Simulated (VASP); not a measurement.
MgO: single point with revPBE+D3(BJ)

**What was measured.**

“Electronic structure of alkaline earth and post-transition metal oxides”, 2009, arxiv:0908.1581 quotes, for a bulk crystal of MgO: band gap 7.83 eV.

Crystal: MgO.

```
CELL_PARAMETERS angstrom
0.00000 2.09846 2.09846
2.09846 0.00000 2.09846
2.09846 2.09846 0.00000
ATOMIC_POSITIONS crystal
Mg 0.00000 0.00000 0.00000
O 0.50000 0.50000 0.50000
```

```json
{
 "Program": "VASP 6.6.1",
 "Task": "single point",
 "Functional": "revPBE",
 "Dispersion": "D3(BJ)",
 "Potentials or basis": "VASP PAW PBE potentials, release 64 (Mg, O)",
 "Cutoff": "520 eV",
 "k mesh": "10 × 10 × 10",
 "Occupations": "gaussian, width 0.05 eV",
 "Spin": "no spin polarisation"
}
```

```json
{
  "Pressure": "-0.9 GPa",
  "Band gap on the k mesh": "4.91 eV, direct",
  "Dispersion energy per atom": "-0.579 eV"
}
```

Levels at points of the mesh, in eV from the valence-band top:
```csv
k point,band 1,band 2,band 3,band 4,band 5,band 6,band 7,band 8
"(0.00, 0.00, 0.00)",-17.37,0.00,0.00,0.00,4.91,15.96,15.96,15.96
"(0.50, 0.00, 0.00)",-16.08,-4.63,-0.66,-0.66,8.04,12.84,16.54,16.54
"(0.50, 0.50, 0.00)",-15.82,-4.11,-1.36,-1.36,9.22,10.24,13.31,19.29
```

Wall time 11 s on 1 thread of Intel(R) Xeon(R) Platinum 8488C (Sapphire Rapids) (shared host), peak memory 0.15 GiB.

A measured gap of MgO is 7.83 eV (quoted in “Electronic structure of alkaline earth and post-transition metal oxides”, 2009, arxiv:0908.1581); the calculated 4.91 eV misses it by -2.92 eV. The value is that of revPBE+D3(BJ), without temperature or zero-point motion. Semilocal functionals fall short of measured gaps as a rule.

Caveat: the PAW data sets were made with another functional, which shifts forces and pressure a little.
